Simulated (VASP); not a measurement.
Here is a VASP 6.6.1 calculation.

INCAR

```
SYSTEM = Ge2F3
  ALGO = Normal
  EDIFF = 1E-6
  ENCUT = 520
  GGA = PE
  ISIF = 2
  ISMEAR = 0
  LASPH = .TRUE.
  LCHARG = .FALSE.
  LREAL = .FALSE.
  LWAVE = .FALSE.
  NBANDS = 32
  NELM = 80
  PREC = Accurate
  SIGMA = 0.1
```

The input KPOINTS:

```
k-points
0
G
  4 4 6
  0 0 0
```

POSCAR

```
Ge2F3
1.0
    2.7185394228     -4.0895561357      0.0000000000
    2.7185394228      4.0895561357      0.0000000000
    0.0000000000      0.0000000000      3.4725174946
Ge F
2 3
Direct
    0.0000000000      0.5000000000      0.0000000000
    0.5000000000      0.0000000000      0.0000000000
    0.6539679448      0.3460320552      0.5000000000
    0.3460320552      0.6539679448      0.5000000000
    0.0000000000      0.0000000000      0.5000000000
```

Potentials or basis: VASP PAW PBE potentials, release 64 (Ge_d, F).

The run is started by

```sh
$ cat potpaw_PBE.64/Ge_d/POTCAR potpaw_PBE.64/F/POTCAR > POTCAR
$ mpirun -np 1 vasp_std > vasp.out
```

(1) Estimate the band gap on the k mesh.

(2) What does it give for the pressure?

Results:

(1) zero (an odd number of electrons rules out a gap without spin polarisation).

(2) -0.1 GPa.

Caveat: an odd number of electrons without spin polarisation forces a metal; a magnetic or distorted state may lie lower.
